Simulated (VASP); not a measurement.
Input of a VASP 6.6.1 run:

The input INCAR:

```
ALGO     = Normal         # electronic algorithm
EDIFF    = 1E-6           # SCF threshold, eV
EDIFFG   = -0.02          # ionic threshold
ENCUT    = 600            # plane-wave cutoff, eV
GGA      = PS             # functional
IBRION   = 2              # ionic algorithm
ISIF     = 3              # what is computed and relaxed
ISMEAR   = -1             # smearing method
IVDW     = 12             # dispersion correction
LASPH    = T              # aspherical terms in the spheres
LCHARG   = F              # write CHGCAR
LREAL    = F              # projectors in reciprocal space
LWAVE    = F              # write WAVECAR
NELM     = 60             # most SCF steps
NSW      = 80             # ionic steps
PREC     = Accurate       # precision mode
SIGMA    = 0.05           # smearing width, eV
```

File KPOINTS:

```
k-points
0
Gamma
  10 10 10
```

Contents of POSCAR:

```
HgTe
1.0
   -3.0456030000      3.0456030000      1.5594100000
    3.0456030000     -3.0456030000      1.5594100000
    3.0456030000      3.0456030000     -1.5594100000
Hg Te
1 1
Direct
    0.7500000000      0.2500000000      0.5000000000
    0.0000000000      0.0000000000      0.0000000000
```

Potentials or basis: VASP PAW PBE potentials, release 64 (Hg, Te).

Launch:

```console
$ cat potpaw_PBE.64/Hg/POTCAR potpaw_PBE.64/Te/POTCAR > POTCAR
$ mpirun -np 1 vasp_std > vasp.out
```

What does it give for the band gap on the k mesh?

Zero (bands 9 and 10 overlap by 4.27 eV).

What does it give for the space group after relaxing (to 0.1 Å)?

I-4m2 (No. 119).

What does it give for the dispersion energy per atom?

-0.462 eV.

What does it give for the relaxed cell?

a = 4.321 Å, b = 4.321 Å, c = 4.321 Å, α = 97.60°, β = 97.60°, γ = 137.35°.

The path:
| step | energy change (eV) | largest force (eV/Å) | pressure (GPa) | volume (Å³) |
| --- | --- | --- | --- | --- |
| 1 | 0.0000 | 0.0000 | -5.47 | 57.86 |
| 2 | -0.1711 | 0.0000 | 1.41 | 49.95 |
| 3 | -0.1718 | 0.0000 | 0.98 | 50.36 |
| 4 | -0.1924 | 0.0000 | 0.88 | 50.29 |
| 5 | -0.1926 | 0.0000 | 0.86 | 50.29 |
| 6 | -0.1938 | 0.0000 | -0.39 | 51.26 |
| 7 | -0.1942 | 0.0000 | -0.07 | 50.93 |

Caveat: the PAW data sets were made with another functional, which shifts forces and pressure a little; spin-orbit coupling is left out, which moves the levels of the heavy elements.
